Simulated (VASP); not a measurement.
Set up this calculation in VASP 6.6.1, as the native input.

```
Task                   : single point
Functional             : PBE
Potentials or basis    : VASP PAW PBE potentials, release 64 (Ga_d, As)
Cutoff                 : 500 eV
k mesh                 : 9 × 9 × 9
Occupations            : fermi-dirac, width 0.01 eV
Spin                   : no spin polarisation
Dipole correction      : no
Further INCAR settings : ALGO = Normal; EDIFF = 1e-06; NBANDS = 16
```

The structure of GaAs lies in POSCAR:

```
GaAs
1.0
    0.0000000000      2.8324871021      2.8324871021
    2.8324871021      0.0000000000      2.8324871021
    2.8324871021      2.8324871021      0.0000000000
Ga As
1 1
Direct
    0.0000000000      0.0000000000      0.0000000000
    0.7500000000      0.7500000000      0.7500000000
```

These files were run (other wordings do the same):

INCAR

```
PREC = Accurate ; ENCUT = 500
EDIFF = 1E-6 ; ISMEAR = -1
SIGMA = 0.01 ; LREAL = F
LASPH = T ; NELM = 120
ALGO = Normal ; ISIF = 2
LWAVE = F ; LCHARG = F
GGA = PE ; NBANDS = 16
GGA_COMPAT = F
```

KPOINTS

```
regular mesh
0
Gamma
  9 9 9
```

Potentials or basis: VASP PAW PBE potentials, release 64 (Ga_d, As).

The run is started by

```console
$ cat potpaw_PBE.64/Ga_d/POTCAR potpaw_PBE.64/As/POTCAR > POTCAR
$ mpirun -np 1 vasp_std > vasp.out
```

Results of the run:

```json
{"Pressure": "3.0 GPa", "Band gap on the k mesh": "0.48 eV"}
```

Caveat: semilocal functionals underestimate gaps, and a narrow one can read as zero.

Wall time 47 s on 1 thread of AMD EPYC 7R13, with other jobs on the host, peak memory 0.15 GiB.
